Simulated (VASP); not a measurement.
# NiO (Fm-3m) in VASP: notebook

The runs below take NiO through single point, with PBE.

Everything below comes from runs of VASP 6.6.1. Logs are shortened: lines on timing, memory, paths and dates and some standing lists are left out, and cuts for length are marked.

**Measured values to compare with.**

From “Local correlations, non-local screening, multiplets, and band formation in NiO”, 2012, arxiv:1210.6675, for a bulk crystal of NiO: band gap 4.3 eV.

How close the calculation comes is told below.

### 1 The cell of the first run

It takes space group Fm-3m (No. 225, cubic). The conventional cell has a = 4.179 Å, b = 4.179 Å, c = 4.179 Å, α = 90.00°, β = 90.00°, γ = 90.00°. Within 2.8 Å of O (site symmetry m-3m) lie 6 Ni at 2.09 Å. Within 2.8 Å of Ni (site symmetry m-3m) lie 6 O at 2.09 Å.

### 2 Single point, PBE

INCAR

```
PREC = Accurate
ENCUT = 520
EDIFF = 1E-6
ISMEAR = -1
SIGMA = 0.03
LREAL = F
LASPH = T
NELM = 100
ALGO = Normal
ISIF = 2
LWAVE = F
LCHARG = F
GGA = PE
NBANDS = 15
```

KPOINTS

```
Automatic mesh
0
Gamma
  4 4 4
```

POSCAR

```
NiO
1.0
    0.0000000000      2.0893000000      2.0893000000
    2.0893000000      0.0000000000      2.0893000000
    2.0893000000      2.0893000000      0.0000000000
O Ni
1 1
Direct
    0.5000000000      0.5000000000      0.5000000000
    0.0000000000      0.0000000000      0.0000000000
```

Potentials or basis: VASP PAW PBE potentials, release 64 (O, Ni).

Command:

```console
> cat potpaw_PBE.64/O/POTCAR potpaw_PBE.64/Ni/POTCAR > POTCAR
> mpirun -np 1 vasp_std > vasp.out
```

OUTCAR:

```text
PREC = Accurate
   ENCUT = 520
   EDIFF = 1E-6
   ISMEAR = -1
   LREAL = F
   LASPH = T
   NELM = 100
   ISIF = 2
   GGA = PE

 ion  position               nearest neighbor table
   1  0.500  0.500  0.500-   2 2.09   2 2.09   2 2.09   2 2.09   2 2.09   2 2.09
   2  0.000  0.000  0.000-   1 2.09   1 2.09   1 2.09   1 2.09   1 2.09   1 2.09

  LATTYP: Found a face centered cubic cell.
 ALAT       =     4.1786000000

  Lattice vectors:

 A1 = (   0.0000000000,   2.0893000000,   2.0893000000)
 A2 = (   2.0893000000,   0.0000000000,   2.0893000000)
 A3 = (   2.0893000000,   2.0893000000,   0.0000000000)

Analysis of symmetry for initial positions (statically):
=====================================================================
 Subroutine PRICEL returns:
 Original cell was already a primitive cell.

 Routine SETGRP: Setting up the symmetry group for a
 face centered cubic supercell.

 Subroutine GETGRP returns: Found 48 space group operations
 (whereof 48 operations were pure point group operations)
 out of a pool of 48 trial point group operations.

The static configuration has the point symmetry O_h .

Analysis of symmetry for dynamics (positions and initial velocities):
=====================================================================
 Subroutine PRICEL returns:
 Original cell was already a primitive cell.

 Routine SETGRP: Setting up the symmetry group for a
 face centered cubic supercell.

 Subroutine GETGRP returns: Found 48 space group operations
 (whereof 48 operations were pure point group operations)
 out of a pool of 48 trial point group operations.

The dynamic configuration has the point symmetry O_h .

 Subroutine INISYM returns: Found 48 space group operations
 (whereof 48 operations are pure point group operations),
 and found     1 'primitive' translations

----------------------------------------------------------------------------------------

                                     Primitive cell

  volume of cell :      18.2403

  direct lattice vectors                    reciprocal lattice vectors
     0.000000000  2.089300000  2.089300000    -0.239314603  0.239314603  0.239314603
     2.089300000  0.000000000  2.089300000     0.239314603 -0.239314603  0.239314603
     2.089300000  2.089300000  0.000000000     0.239314603  0.239314603 -0.239314603

  length of vectors
     2.954716396  2.954716396  2.954716396     0.414505051  0.414505051  0.414505051

  position of ions in fractional coordinates (direct lattice)
     0.500000000  0.500000000  0.500000000
     0.000000000  0.000000000  0.000000000

  ion indices of the primitive-cell ions
   primitive index   ion index
                 1           1
                 2           2

----------------------------------------------------------------------------------------

 KPOINTS: Automatic mesh

Automatic generation of k-mesh.
 Grid dimensions read from file:
 generate k-points for:    4    4    4

 Generating k-lattice:

  Cartesian coordinates                     Fractional coordinates (reciprocal lattice)
    -0.059828651  0.059828651  0.059828651     0.250000000  0.000000000  0.000000000
     0.059828651 -0.059828651  0.059828651     0.000000000  0.250000000  0.000000000
     0.059828651  0.059828651 -0.059828651     0.000000000  0.000000000  0.250000000

  Length of vectors
     0.103626263  0.103626263  0.103626263

  Shift w.r.t. Gamma in fractional coordinates (k-lattice)
     0.000000000  0.000000000  0.000000000

 Subroutine IBZKPT returns following result:
 ===========================================

 Found      8 irreducible k-points:

 Following reciprocal coordinates:
            Coordinates               Weight
  0.000000  0.000000  0.000000      1.000000
  0.250000  0.000000  0.000000      8.000000
  0.500000  0.000000  0.000000      4.000000
  0.250000  0.250000  0.000000      6.000000
  0.500000  0.250000  0.000000     24.000000
 -0.250000  0.250000  0.000000     12.000000
  0.500000  0.500000  0.000000      3.000000
 -0.250000  0.500000  0.250000      6.000000
   k-points           NKPTS =      8   k-points in BZ     NKDIM =      8   number of bands    NBANDS=     15
   number of dos      NEDOS =    301   number of ions     NIONS =      2
   total plane-waves  NPLWV =  13824
   dimension x,y,z NGX =    24 NGY =   24 NGZ =   24
   dimension x,y,z NGXF=    48 NGYF=   48 NGZF=   48
   ions per type =               1   1
   NGX,Y,Z   is equivalent  to a cutoff of  13.50, 13.50, 13.50 a.u.
   NGXF,Y,Z  is equivalent  to a cutoff of  27.01, 27.01, 27.01 a.u.
 SYSTEM =  unknown system
   PREC   = accura    normal or accurate (medium, high low for compatibility)
   ISTART =      0    job   : 0-new  1-cont  2-samecut
   ICHARG =      2    charge: 1-file 2-atom 10-const
   ISPIN  =      1    spin polarized calculation?
   LNONCOLLINEAR =      F non collinear calculations
   LSORBIT =      F    spin-orbit coupling
   LASPH  =      T    aspherical Exc in radial PAW
   ENCUT  =  520.0 eV  38.22 Ry    6.18 a.u.   5.49  5.49  5.49*2*pi/ulx,y,z
   NELM   =    100;   NELMIN=  2; NELMDL= -5     # of ELM steps
   EDIFF  = 0.1E-05   stopping-criterion for ELM
   LREAL  =      F    real-space projection
   EDIFFG = 0.1E-04   stopping-criterion for IOM
   NSW    =      0    number of steps for IOM
   IBRION =     -1    ionic relax: 0-MD 1-quasi-New 2-CG
   NFREE  =      0    steps in history (QN), initial steepest desc. (CG)
   ISIF   =      2    stress and relaxation
   ISYM   =      2    0-nonsym 1-usesym 2-fastsym
   POTIM  = 0.5000    time-step for ionic-motion
   TEBEG  =    0.0;   TEEND  =   0.0 temperature during run
   PSTRESS=    0.0 pullay stress
   NELECT =      16.0000    total number of electrons
   NUPDOWN=      -1.0000    fix difference up-down
   EMIN   =  10.00;   EMAX   =-10.00  energy-range for DOS
   EFERMI =   0.00;   METHOD = LEGACY
   ISMEAR =    -1;   SIGMA  =   0.03  broadening in eV -4-tet -1-fermi 0-gaus
   EFERMI_NEDOS =   21; number of points for ismear=-14 and -15
   IALGO  =     38    algorithm
   IMIX   =      4    mixing-type and parameters
     AMIX     =   0.40;   BMIX     =  1.00
     AMIX_MAG =   1.60;   BMIX_MAG =  1.00
  volume/ion in A,a.u.               =       9.12        61.55
  Fermi-wavevector in a.u.,A,eV,Ry     =   1.567126  2.961439 33.414345  2.455885
  Thomas-Fermi vector in A             =   2.669352
   LORBIT       =      0    0 simple, 1 ext, 2 COOP (PROOUT), +10 PAW based schemes
   GGA     = PE    functional components
   LHFCALC =     F    Hartree Fock is set to
   AEXX    =    0.0000 exact exchange contribution
   IVDW    =     0    specifies the selected vdW correction
   LEPSILON=     F    determine dielectric tensor
   LRPA    =     F    only Hartree local field effects (RPA)
 non-spin polarized calculation
  energy-cutoff  :      520.00
  volume of cell :       18.24
 maximum number of plane-waves:       531
 NGX is ok and might be reduce to    24
   NGX = 11   NGY = 11   NGZ = 11

 number of electron      16.0000004 magnetization

 Free energy of the ion-electron system (eV)
  ---------------------------------------------------
  ext. energy  EPLUGINS =         0.00000000
  ---------------------------------------------------
  free energy    TOTEN  =       -11.18191948 eV

  energy without entropy =      -11.14515396  energy(sigma->0) =      -11.16353672

 E-fermi :   7.9532     XC(G=0): -12.6819

 val. band max:        7.9137569641   @ k =  -0.2500   0.5000   0.2500
 cond. band min:       7.9555731547   @ k =   0.5000   0.2500   0.0000
 fundamental gap:      0.0418161906
 Fermi energy:         7.9531923552

 k-point     1 :       0.0000    0.0000    0.0000
  band No.  band energies     occupation
      1     -12.5916      2.00000
      2       4.7411      2.00000
      3       4.7411      2.00000
      4       4.7411      2.00000
      5       5.9916      2.00000
      6       5.9916      2.00000
      7       5.9917      2.00000
      8       6.3158      2.00000
      9       6.3158      2.00000
     10       9.4759      0.00000
     11      25.6869      0.00000
     12      26.9399      0.00000
     13      26.9399      0.00000
     14      26.9399      0.00000
     15      30.4176      0.00000

 k-point     2 :       0.2500    0.0000    0.0000
  band No.  band energies     occupation
      1     -11.9762      2.00000
      2       1.7330      2.00000
      3       3.2395      2.00000
      4       3.2395      2.00000
      5       6.4043      2.00000
      6       6.4043      2.00000
      7       6.5909      2.00000
      8       8.0341      0.12616
      9       8.0341      0.12612
     10      12.1540      0.00000
     11      20.1670      0.00000
     12      24.3644      0.00000
     13      24.3644      0.00000
     14      28.4095      0.00000
     15      30.2965      0.00000

 k-point     3 :       0.5000    0.0000    0.0000
  band No.  band energies     occupation
      1     -11.2447      2.00000
      2      -0.2986      2.00000
      3       2.4426      2.00000
      4       2.4427      2.00000
      5       6.8131      2.00000
      6       6.8131      2.00000
      7       7.1791      2.00000
      8       9.1281      0.00000
      9       9.1281      0.00000
     10      13.5096      0.00000
     11      17.8972      0.00000
     12      22.0469      0.00000
     13      22.0469      0.00000
     14      29.3800      0.00000
     15      33.7929      0.00000
[... 55 lines left out ...]
 k-point     7 :       0.5000    0.5000    0.0000
  band No.  band energies     occupation
      1     -11.1768      2.00000
      2       0.9119      2.00000
      3       3.4735      2.00000
      4       3.4735      2.00000
      5       5.0260      2.00000
      6       6.7061      2.00000
      7       7.0741      2.00000
      8       7.0741      2.00000
      9       7.2210      2.00000
     10      14.2717      0.00000
     11      18.3891      0.00000
     12      20.3162      0.00000
     13      24.5604      0.00000
     14      24.5604      0.00000
     15      36.6697      0.00000

 k-point     8 :      -0.2500    0.5000    0.2500
  band No.  band energies     occupation
      1     -11.0735      2.00000
      2       1.7206      2.00000
      3       1.7206      2.00000
      4       2.1408      2.00000
      5       6.6745      2.00000
      6       6.6746      2.00000
      7       7.0748      2.00000
      8       7.0953      2.00000
      9       7.9138      1.57653
     10      16.5524      0.00000
     11      18.5811      0.00000
     12      18.5812      0.00000
     13      21.4457      0.00000
     14      30.0987      0.00000
     15      30.0987      0.00000

------------------------ aborting loop because EDIFF is reached ----------------------------------------

  FORCE on cell =-STRESS in cart. coord.  units (eV):
  Direction    XX          YY          ZZ          XY          YZ          ZX
  --------------------------------------------------------------------------------------
  -------------------------------------------------------------------------------------
  Total        0.0790046      0.0790046      0.0790046     -0.0000000      0.0000000      0.0000000
  in kB        6.9395337      6.9395337      6.9395337     -0.0000000      0.0000000      0.0000000
  external PRESSURE =       6.9395337 kB  Pullay stress =       0.0000000 kB

 VOLUME and BASIS-vectors are now :
 -----------------------------------------------------------------------------
  energy-cutoff  :      520.00
  volume of cell :       18.24
      direct lattice vectors                 reciprocal lattice vectors
     0.000000000  2.089300000  2.089300000    -0.239314603  0.239314603  0.239314603
     2.089300000  0.000000000  2.089300000     0.239314603 -0.239314603  0.239314603
     2.089300000  2.089300000  0.000000000     0.239314603  0.239314603 -0.239314603

 POSITION                                       TOTAL-FORCE (eV/Angst)
 -----------------------------------------------------------------------------------
      2.08930      2.08930      2.08930         0.000000      0.000000      0.000000
      0.00000      0.00000      0.00000        -0.000000     -0.000000     -0.000000
 -----------------------------------------------------------------------------------
    total drift:                                0.000000     -0.000000     -0.000000

  FREE ENERGIE OF THE ION-ELECTRON SYSTEM (eV)
  ---------------------------------------------------
  free  energy   TOTEN  =       -11.1819194830 eV

  energy  without entropy=      -11.1451539553  energy(sigma->0) =      -11.16353672
```

Wall time 5.9 s (1 thread of AMD EPYC 7R43 (Zen 3), shared host); peak memory 0.1 GiB.

What came out:

```
Free energy            : -11.1819 eV
Pressure               : 0.7 GPa
Band gap on the k mesh : zero (band 8 reaches 9.13 eV, above the bottom of band 9 at 6.32 eV)
```

Caveat: the k points lie up to 0.65 Å⁻¹ apart; the run has no spin polarisation, though such a crystal can be magnetic; semilocal functionals often make such compounds metallic where correlation or magnetic order opens a gap, which also shifts bond lengths.

### 3 Single point, PBE

INCAR

```
SYSTEM = NiO
ALGO = Normal
EDIFF = 1E-6
ENCUT = 520
GGA = PE
ISIF = 2
ISMEAR = -1
LASPH = .True.
LCHARG = .False.
LREAL = .False.
LWAVE = .False.
NBANDS = 15
NELM = 80
PREC = Accurate
SIGMA = 0.03
```

KPOINTS

```
k-points
0
Gamma
  8 8 8
  0 0 0
```

POSCAR is that of step 2.

Potentials or basis: VASP PAW PBE potentials, release 64 (O, Ni).

Command:

```console
> cat potpaw_PBE.64/O/POTCAR potpaw_PBE.64/Ni/POTCAR > POTCAR
> mpirun -np 1 vasp_std > vasp.out
```

It took 12 s on 1 thread of AMD EPYC 7R43 (Zen 3), shared host; peak memory 0.1 GiB.

It converged, with:

```
Free energy            : -11.3635 eV
Pressure               : -2.0 GPa
Band gap on the k mesh : zero (band 8 reaches 9.12 eV, above the bottom of band 9 at 6.31 eV)
```

Levels at points of the mesh, in eV from the Fermi level:
```csv
k point,band 6,band 7,band 8,band 9,band 10,band 11
"(0.00, 0.00, 0.00)",-1.92,-1.92,-1.60,-1.60,1.57,17.79
"(0.50, 0.00, 0.00)",-1.10,-0.73,1.22,1.22,5.61,9.99
"(0.50, 0.50, 0.00)",-1.21,-0.84,-0.84,-0.69,6.37,10.49
```

Caveat: the run has no spin polarisation, though such a crystal can be magnetic; semilocal functionals often make such compounds metallic where correlation or magnetic order opens a gap, which also shifts bond lengths. Spin polarisation is off, so any magnetic state and its effect on volume and gap are missing.

(Part 1 of 2 ends here.)
